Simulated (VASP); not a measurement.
# Si4Cl (P-43m) in VASP: notebook

Si4Cl is run at these levels: PBE; tasks: single point, relaxation of cell and atoms.

All numbers are computed with VASP 6.6.1; they aren't measurements. Logs are shortened: lines on timing, memory, paths and dates and some standing lists are left out, and cuts for length are marked.

### 1 The cell of the first run

The structure is cubic, space group P-43m (No. 215). The conventional cell has a = 4.701 Å, b = 4.701 Å, c = 4.701 Å, α = 90.00°, β = 90.00°, γ = 90.00°. Si (site symmetry 3m) has 1 Cl at 2.47 Å and 3 Si at 2.61 Å within 3.3 Å. Within 3.3 Å of Cl (site symmetry -43m) lie 4 Si at 2.47 Å.

### 2 Single point, PBE

The input, INCAR:

```
PREC     = Accurate       # precision mode
ENCUT    = 520            # plane-wave cutoff, eV
EDIFF    = 1E-6           # SCF threshold, eV
ISMEAR   = 0              # smearing method
SIGMA    = 0.1            # smearing width, eV
LREAL    = F              # projectors in reciprocal space
LASPH    = T              # aspherical terms in the spheres
NELM     = 100            # most SCF steps
ALGO     = Normal         # electronic algorithm
ISIF     = 2              # what is computed and relaxed
LWAVE    = F              # write WAVECAR
LCHARG   = F              # write CHGCAR
GGA      = PE             # functional
NBANDS   = 20             # bands
```

The input, KPOINTS:

```
Automatic mesh
0
Gamma
  4 4 4
```

The input, POSCAR:

```
Si4Cl
1.0
    4.7011085946      0.0000000000      0.0000000000
    0.0000000000      4.7011085946      0.0000000000
    0.0000000000      0.0000000000      4.7011085946
Si Cl
4 1
Direct
    0.3036007036      0.3036007036      0.3036007036
    0.6963992964      0.6963992964      0.3036007036
    0.6963992964      0.3036007036      0.6963992964
    0.3036007036      0.6963992964      0.6963992964
    0.0000000000      0.0000000000      0.0000000000
```

Potentials or basis: VASP PAW PBE potentials, release 64 (Si, Cl).

The run is started by

```bash
cat potpaw_PBE.64/Si/POTCAR potpaw_PBE.64/Cl/POTCAR > POTCAR
mpirun -np 1 vasp_std > vasp.out
```

OUTCAR:

```text
PREC = Accurate
   ENCUT = 520
   EDIFF = 1E-6
   ISMEAR = 0
   LREAL = F
   LASPH = T
   NELM = 100
   ISIF = 2
   GGA = PE

 ion  position               nearest neighbor table
   1  0.304  0.304  0.304-   5 2.47   3 2.61   4 2.61   2 2.61
   2  0.696  0.696  0.304-   5 2.47   3 2.61   4 2.61   1 2.61
   3  0.696  0.304  0.696-   5 2.47   2 2.61   4 2.61   1 2.61
   4  0.304  0.696  0.696-   5 2.47   2 2.61   3 2.61   1 2.61
   5  0.000  0.000  0.000-   1 2.47   2 2.47   3 2.47   4 2.47

  LATTYP: Found a simple cubic cell.
 ALAT       =     4.7011085946

  Lattice vectors:

 A1 = (   4.7011085946,   0.0000000000,   0.0000000000)
 A2 = (   0.0000000000,   4.7011085946,   0.0000000000)
 A3 = (   0.0000000000,   0.0000000000,   4.7011085946)

Analysis of symmetry for initial positions (statically):
=====================================================================
 Subroutine PRICEL returns:
 Original cell was already a primitive cell.

 Routine SETGRP: Setting up the symmetry group for a
 simple cubic supercell.

 Subroutine GETGRP returns: Found 24 space group operations
 (whereof 24 operations were pure point group operations)
 out of a pool of 48 trial point group operations.

The static configuration has the point symmetry T_d .

Analysis of symmetry for dynamics (positions and initial velocities):
=====================================================================
 Subroutine PRICEL returns:
 Original cell was already a primitive cell.

 Routine SETGRP: Setting up the symmetry group for a
 simple cubic supercell.

 Subroutine GETGRP returns: Found 24 space group operations
 (whereof 24 operations were pure point group operations)
 out of a pool of 48 trial point group operations.

The dynamic configuration has the point symmetry T_d .

 Subroutine INISYM returns: Found 24 space group operations
 (whereof 24 operations are pure point group operations),
 and found     1 'primitive' translations

----------------------------------------------------------------------------------------

                                     Primitive cell

  volume of cell :     103.8965

  direct lattice vectors                    reciprocal lattice vectors
     4.701108595  0.000000000  0.000000000     0.212715784  0.000000000  0.000000000
     0.000000000  4.701108595  0.000000000     0.000000000  0.212715784  0.000000000
     0.000000000  0.000000000  4.701108595     0.000000000  0.000000000  0.212715784

  length of vectors
     4.701108595  4.701108595  4.701108595     0.212715784  0.212715784  0.212715784

  position of ions in fractional coordinates (direct lattice)
     0.303600704  0.303600704  0.303600704
     0.696399296  0.696399296  0.303600704
     0.696399296  0.303600704  0.696399296
     0.303600704  0.696399296  0.696399296
     0.000000000  0.000000000  0.000000000

  ion indices of the primitive-cell ions
   primitive index   ion index
                 1           1
                 2           2
                 3           3
                 4           4
                 5           5

----------------------------------------------------------------------------------------

 KPOINTS: Automatic mesh

Automatic generation of k-mesh.
 Grid dimensions read from file:
 generate k-points for:    4    4    4

 Generating k-lattice:

  Cartesian coordinates                     Fractional coordinates (reciprocal lattice)
     0.053178946  0.000000000  0.000000000     0.250000000  0.000000000  0.000000000
     0.000000000  0.053178946  0.000000000     0.000000000  0.250000000  0.000000000
     0.000000000  0.000000000  0.053178946     0.000000000  0.000000000  0.250000000

  Length of vectors
     0.053178946  0.053178946  0.053178946

  Shift w.r.t. Gamma in fractional coordinates (k-lattice)
     0.000000000  0.000000000  0.000000000

 Subroutine IBZKPT returns following result:
 ===========================================

 Found     10 irreducible k-points:

 Following reciprocal coordinates:
            Coordinates               Weight
  0.000000  0.000000  0.000000      1.000000
  0.250000  0.000000  0.000000      6.000000
  0.500000  0.000000  0.000000      3.000000
  0.250000  0.250000  0.000000     12.000000
  0.500000  0.250000  0.000000     12.000000
  0.500000  0.500000  0.000000      3.000000
  0.250000  0.250000  0.250000      8.000000
  0.500000  0.250000  0.250000     12.000000
  0.500000  0.500000  0.250000      6.000000
  0.500000  0.500000  0.500000      1.000000
   k-points           NKPTS =     10   k-points in BZ     NKDIM =     10   number of bands    NBANDS=     20
   number of dos      NEDOS =    301   number of ions     NIONS =      5
   total plane-waves  NPLWV =  46656
   dimension x,y,z NGX =    36 NGY =   36 NGZ =   36
   dimension x,y,z NGXF=    72 NGYF=   72 NGZF=   72
   ions per type =               4   1
   NGX,Y,Z   is equivalent  to a cutoff of  12.73, 12.73, 12.73 a.u.
   NGXF,Y,Z  is equivalent  to a cutoff of  25.46, 25.46, 25.46 a.u.
 SYSTEM =  unknown system
   PREC   = accura    normal or accurate (medium, high low for compatibility)
   ISTART =      0    job   : 0-new  1-cont  2-samecut
   ICHARG =      2    charge: 1-file 2-atom 10-const
   ISPIN  =      1    spin polarized calculation?
   LNONCOLLINEAR =      F non collinear calculations
   LSORBIT =      F    spin-orbit coupling
   LASPH  =      T    aspherical Exc in radial PAW
   ENCUT  =  520.0 eV  38.22 Ry    6.18 a.u.   8.74  8.74  8.74*2*pi/ulx,y,z
   NELM   =    100;   NELMIN=  2; NELMDL= -5     # of ELM steps
   EDIFF  = 0.1E-05   stopping-criterion for ELM
   LREAL  =      F    real-space projection
   EDIFFG = 0.1E-04   stopping-criterion for IOM
   NSW    =      0    number of steps for IOM
   IBRION =     -1    ionic relax: 0-MD 1-quasi-New 2-CG
   NFREE  =      0    steps in history (QN), initial steepest desc. (CG)
   ISIF   =      2    stress and relaxation
   ISYM   =      2    0-nonsym 1-usesym 2-fastsym
   POTIM  = 0.5000    time-step for ionic-motion
   TEBEG  =    0.0;   TEEND  =   0.0 temperature during run
   PSTRESS=    0.0 pullay stress
   NELECT =      23.0000    total number of electrons
   NUPDOWN=      -1.0000    fix difference up-down
   EMIN   =  10.00;   EMAX   =-10.00  energy-range for DOS
   EFERMI =   0.00;   METHOD = LEGACY
   ISMEAR =     0;   SIGMA  =   0.10  broadening in eV -4-tet -1-fermi 0-gaus
   EFERMI_NEDOS =   21; number of points for ismear=-14 and -15
   IALGO  =     38    algorithm
   IMIX   =      4    mixing-type and parameters
     AMIX     =   0.40;   BMIX     =  1.00
     AMIX_MAG =   1.60;   BMIX_MAG =  1.00
  volume/ion in A,a.u.               =      20.78       140.23
  Fermi-wavevector in a.u.,A,eV,Ry     =   0.990339  1.871469 13.344201  0.980771
  Thomas-Fermi vector in A             =   2.122002
   LORBIT       =      0    0 simple, 1 ext, 2 COOP (PROOUT), +10 PAW based schemes
   GGA     = PE    functional components
   LHFCALC =     F    Hartree Fock is set to
   AEXX    =    0.0000 exact exchange contribution
   IVDW    =     0    specifies the selected vdW correction
   LEPSILON=     F    determine dielectric tensor
   LRPA    =     F    only Hartree local field effects (RPA)
 non-spin polarized calculation
 Gauss-broadening in eV      SIGMA  =   0.10
  energy-cutoff  :      520.00
  volume of cell :      103.90
 maximum number of plane-waves:      2826
 NGX is ok and might be reduce to    36
   NGX = 17   NGY = 17   NGZ = 17

 number of electron      22.9999995 magnetization

 Free energy of the ion-electron system (eV)
  ---------------------------------------------------
  ext. energy  EPLUGINS =         0.00000000
  ---------------------------------------------------
  free energy    TOTEN  =       -18.53975279 eV

  energy without entropy =      -18.50801355  energy(sigma->0) =      -18.52388317

 E-fermi :   5.8305     XC(G=0):  -9.6005

 val. band max:        5.8211360081   @ k =   0.2500   0.2500   0.0000
 cond. band min:       5.8685686632   @ k =   0.2500   0.2500   0.2500
 fundamental gap:      0.0474326552
 Fermi energy:         5.8305363150

 k-point     1 :       0.0000    0.0000    0.0000
  band No.  band energies     occupation
      1     -11.6390      2.00000
      2      -5.2361      2.00000
      3      -1.4968      2.00000
      4      -1.4968      2.00000
      5      -1.4968      2.00000
      6       2.2427      2.00000
[... 12 lines left out ...]
     19      10.4151      0.00000
     20      11.5500      0.00000

 k-point     2 :       0.2500    0.0000    0.0000
  band No.  band energies     occupation
      1     -11.6060      2.00000
      2      -5.2422      2.00000
      3      -1.6399      2.00000
      4      -1.3591      2.00000
      5      -1.3591      2.00000
      6       0.4176      2.00000
[... 12 lines left out ...]
     19      10.5666      0.00000
     20      11.1538      0.00000

 k-point     3 :       0.5000    0.0000    0.0000
  band No.  band energies     occupation
      1     -11.5722      2.00000
      2      -5.2632      2.00000
      3      -1.4921      2.00000
      4      -1.1987      2.00000
      5      -1.1987      2.00000
      6      -0.6842      2.00000
[... 12 lines left out ...]
     19      11.2015      0.00000
     20      11.5789      0.00000

 k-point     4 :       0.2500    0.2500    0.0000
  band No.  band energies     occupation
      1     -11.5775      2.00000
      2      -5.1138      2.00000
      3      -2.2526      2.00000
      4      -1.4550      2.00000
      5      -0.7560      2.00000
      6      -0.1234      2.00000
[... 107 lines left out ...]
 k-point     9 :       0.5000    0.5000    0.2500
  band No.  band energies     occupation
      1     -11.5050      2.00000
      2      -4.2771      2.00000
      3      -2.5349      2.00000
      4      -2.5349      2.00000
      5      -1.4256      2.00000
      6       0.4814      2.00000
[... 12 lines left out ...]
     19      10.6583      0.00000
     20      10.7009      0.00000

 k-point    10 :       0.5000    0.5000    0.5000
  band No.  band energies     occupation
      1     -11.4857      2.00000
      2      -3.9053      2.00000
      3      -2.1591      2.00000
      4      -2.1591      2.00000
      5      -2.1591      2.00000
      6      -0.2145      2.00000
[... 12 lines left out ...]
     19      10.7192      0.00000
     20      10.7192      0.00000

------------------------ aborting loop because EDIFF is reached ----------------------------------------

  FORCE on cell =-STRESS in cart. coord.  units (eV):
  Direction    XX          YY          ZZ          XY          YZ          ZX
  --------------------------------------------------------------------------------------
  -------------------------------------------------------------------------------------
  Total        0.0225471      0.0225471      0.0225471      0.0000000      0.0000000     -0.0000000
  in kB        0.3476963      0.3476963      0.3476963      0.0000000      0.0000000     -0.0000000
  external PRESSURE =       0.3476963 kB  Pullay stress =       0.0000000 kB

 VOLUME and BASIS-vectors are now :
 -----------------------------------------------------------------------------
  energy-cutoff  :      520.00
  volume of cell :      103.90
      direct lattice vectors                 reciprocal lattice vectors
     4.701108595  0.000000000  0.000000000     0.212715784  0.000000000  0.000000000
     0.000000000  4.701108595  0.000000000     0.000000000  0.212715784  0.000000000
     0.000000000  0.000000000  4.701108595     0.000000000  0.000000000  0.212715784

 POSITION                                       TOTAL-FORCE (eV/Angst)
 -----------------------------------------------------------------------------------
      1.42726      1.42726      1.42726         0.003085      0.003085      0.003085
      3.27385      3.27385      1.42726        -0.003085     -0.003085      0.003085
      3.27385      1.42726      3.27385        -0.003085      0.003085     -0.003085
      1.42726      3.27385      3.27385         0.003085     -0.003085     -0.003085
      0.00000      0.00000      0.00000         0.000000      0.000000      0.000000
 -----------------------------------------------------------------------------------
    total drift:                                0.000000      0.000000      0.000000

  FREE ENERGIE OF THE ION-ELECTRON SYSTEM (eV)
  ---------------------------------------------------
  free  energy   TOTEN  =       -18.5397527911 eV

  energy  without entropy=      -18.5080135480  energy(sigma->0) =      -18.52388317
```

Wall time 22 s (1 thread of Intel Xeon 8259CL, shared host); peak memory 0.2 GiB.

What came out:

* Free energy: -18.5398 eV
* Pressure: 0.0 GPa
* Largest force: 0.005 eV/Å

Forces on the atoms (eV/Å):
```
Si   0.003  0.003  0.003
Si  -0.003 -0.003  0.003
Si  -0.003  0.003 -0.003
Si   0.003 -0.003 -0.003
Cl   0.000  0.000  0.000
```

Caveat: an odd number of electrons without spin polarisation forces a metal; a magnetic or distorted state may lie lower.

### 3 Relaxation of cell and atoms, PBE

This run uses another cell than the first one, of 38.87 Å³/atom, 1.870 times its volume.

The input, INCAR:

```
SYSTEM = Si4Cl
  PREC = Accurate
  ENCUT = 600
  EDIFF = 1E-7
  ISMEAR = 0
  SIGMA = 0.1
  LREAL = .FALSE.
  LASPH = .TRUE.
  NELM = 100
  ALGO = Normal
  ISIF = 3
  LWAVE = .FALSE.
  LCHARG = .FALSE.
  GGA = PE
  IBRION = 2
  NSW = 90
  EDIFFG = -0.04
```

The input, KPOINTS:

```
Automatic mesh
0
G
  4 4 4
  0 0 0
```

The input, POSCAR:

```
Si4Cl
1.0
    5.7923187100      0.0000000000      0.0000000000
    0.0000000000      5.7923187100      0.0000000000
    0.0000000000      0.0000000000      5.7923187100
Si Cl
4 1
Direct
    0.2500000000      0.2500000000      0.2500000000
    0.7500000000      0.7500000000      0.2500000000
    0.7500000000      0.2500000000      0.7500000000
    0.2500000000      0.7500000000      0.7500000000
    0.0000000000      0.0000000000      0.0000000000
```

Potentials or basis: VASP PAW PBE potentials, release 64 (Si, Cl).

The run is started by

```bash
cat potpaw_PBE.64/Si/POTCAR potpaw_PBE.64/Cl/POTCAR > POTCAR
mpirun -np 1 vasp_std > vasp.out
```

It took 12 min on 1 thread of Intel Xeon 8259CL, shared host; peak memory 0.35 GiB.

The run converged. Its results:

| Item | Value |
| --- | --- |
| Free energy | -18.5419 eV |
| Relaxed volume | 20.79 Å³/atom |
| Relaxed cell | a = 4.702 Å, b = 4.702 Å, c = 4.702 Å, α = 90.00°, β = 90.00°, γ = 90.00° |
| Space group after relaxing (to 0.05 Å) | P-43m (No. 215) |
| Energy gained by relaxing | 1007.9 meV/atom |
| Ionic steps | 16 |
| Pressure after relaxing | 0.0 GPa |

Step by step:
| step | energy change (eV) | largest force (eV/Å) | pressure (GPa) | volume (Å³) |
| --- | --- | --- | --- | --- |
| 1 | 0.0000 | 0.4558 | -5.77 | 194.34 |
| 2 | -1.3686 | 1.1963 | -5.34 | 157.59 |
| 3 | -0.3590 | 7.6726 | 31.64 | 75.62 |
| 4 | -2.2178 | 2.4912 | -1.67 | 125.89 |
| 5 | -2.3297 | 3.5290 | 2.65 | 109.39 |
| 6 | -2.9852 | 3.5295 | 3.67 | 100.29 |
| 7 | -3.6438 | 1.6970 | 17.29 | 76.05 |
| 8 | -3.7449 | 2.7687 | 10.75 | 83.36 |
| 9 | -3.7613 | 2.4509 | 12.87 | 80.62 |
| 10 | -4.4930 | 0.9947 | 7.75 | 85.54 |
| 11 | -4.9641 | 0.4359 | 3.21 | 97.45 |
| 12 | -5.0255 | 0.1350 | 1.33 | 100.78 |
| 13 | -5.0383 | 0.0654 | 0.06 | 103.48 |
| 14 | -5.0384 | 0.0547 | 0.13 | 103.33 |
| 15 | -5.0389 | 0.0432 | 0.09 | 103.52 |
| 16 | -5.0395 | 0.0162 | 0.01 | 103.97 |

Final structure:
```yaml
crystal:
  lattice:
    - [4.70223, 0.00000, 0.00000]
    - [0.00000, 4.70223, 0.00000]
    - [0.00000, 0.00000, 4.70223]
  atoms:
    - { symbol: Si, position: [0.30350, 0.30350, 0.30350] }
    - { symbol: Si, position: [0.69650, 0.69650, 0.30350] }
    - { symbol: Si, position: [0.69650, 0.30350, 0.69650] }
    - { symbol: Si, position: [0.30350, 0.69650, 0.69650] }
    - { symbol: Cl, position: [0.00000, 0.00000, 0.00000] }
```

Levels at points of the mesh, in eV from the Fermi level:
```
           k point  band 9  band 10  band 11  band 12  band 13  band 14
(0.00, 0.00, 0.00)   -3.29    -3.29    -2.73     1.32     2.25     2.25
(0.50, 0.00, 0.00)   -2.50    -0.91    -0.57     0.19     0.19     0.44
(0.50, 0.50, 0.00)   -2.49    -2.34    -1.25    -1.25     1.99     1.99
(0.50, 0.50, 0.50)   -0.66    -0.66    -0.66     0.30     2.86     2.86
```

Caveat: the volume moved by over 15 % at a fixed basis, so the end points are rough; an odd number of electrons without spin polarisation forces a metal; a magnetic or distorted state may lie lower.
